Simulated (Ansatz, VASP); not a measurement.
## One calculation of ZrTi2B3, two programs

```
Zr Ti B
1.0
     3.35400    0.00000    0.00000
    -1.67700    2.90465    0.00000
     0.00000    0.00000    7.77748
Zr Ti B
1 2 3
Direct
  0.00000 0.00000 0.00000
  0.33333 0.66667 0.65683
  0.66667 0.33333 0.34317
  0.33333 0.66667 0.18689
  0.66667 0.33333 0.81311
  0.00000 0.00000 0.50000
```

Change from the starting cell: species swapped into the Mn2NiO3 type (P-3m1, No. 164).

Alike in both runs: functional PBE; k mesh 6 × 6 × 2; occupations gaussian, width 0.2 eV; no spin polarisation.

Ansatz relaxed the structure, and its values are those at the end. VASP's run is a single point on that final structure, the one shown.

|  | VASP | Ansatz |
| --- | --- | --- |
| version | VASP 6.6.1 | Ansatz 0.2.0 |
| potentials or method | VASP PAW PBE potentials, release 64 (Zr_sv, Ti_sv, B), cutoff 520 eV | scalar-relativistic, plane waves, PAW |
| valence electrons in the cell | 45 | 45 |

```tsv
	VASP	Ansatz	Ansatz less VASP
gap on the k mesh at the Fermi level (eV)	none	none	-
pressure (GPa)	0.3	0.2	-0.06
rms of the force components (eV/Å)	0.010	0.010	-0.0001
```

A gap of «none» marks a metal or a gap that the smearing closes.

The k mesh is coarse, so the values compare programs but aren't converged.
